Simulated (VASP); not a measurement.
BP: relaxation of the atoms with PBE

BP:

```
B P
1.0
     0.00000    2.26850    2.30829
     2.26850    0.00000    2.30829
     2.26850    2.26850    0.00000
B P
1 1
Direct
  0.00000 0.00000 0.00000
  0.25000 0.25000 0.25000
```

This cell differs from its parent crystal: strained cell.

| Property | Result |
| --- | --- |
| Program | VASP 6.6.1 |
| Task | relaxation of the atoms |
| Functional | PBE |
| Potentials or basis | VASP PAW PBE potentials, release 64 (B, P) |
| Cutoff | 450 eV |
| k mesh | 8 × 8 × 8 |
| Occupations | gaussian, width 0.02 eV |
| Spin | no spin polarisation |
| Dipole correction | no |
| Further INCAR settings | ALGO = Normal; EDIFF = 1e-07; IBRION = 2; EDIFFG = -0.002; NSW = 60 |

```json
{"Pressure after relaxing": "-1.7 GPa", "Band gap on the k mesh": "1.16 eV (least direct gap 3.29 eV)"}
```

Stress tensor (GPa, compression positive):
```
-0.17  0.00  0.00
 0.00 -0.17  0.00
 0.00  0.00 -4.87
```

Final structure:
```
B P
1.0
     0.00000    2.26850    2.30829
     2.26850    0.00000    2.30829
     2.26850    2.26850    0.00000
B P
1 1
Cartesian
  0.0000 0.0000 0.0000
  1.1343 1.1343 1.1541
```

Levels at points of the mesh, in eV from the valence-band top:
```
           k point  band 1  band 2  band 3  band 4  band 5  band 6  band 7  band 8
(0.00, 0.00, 0.00)  -15.37   -0.17    0.00    0.00    3.29    3.29    3.39    7.06
(0.50, 0.00, 0.00)  -12.11   -8.97   -1.91   -1.68    3.58    4.60    4.73   10.01
(0.50, 0.50, 0.00)  -10.71   -8.66   -3.99   -3.99    1.43    1.78   11.91   11.91
(0.50, 0.00, 0.50)  -10.55   -8.50   -4.19   -4.15    1.24    1.54   11.72   12.07
```

It took 16 s on 1 thread of Intel Xeon 8259CL, on a shared host, peak memory 0.13 GiB.

Caveat: the cell differs from its parent crystal (strained cell). A k mesh can miss the band edges.
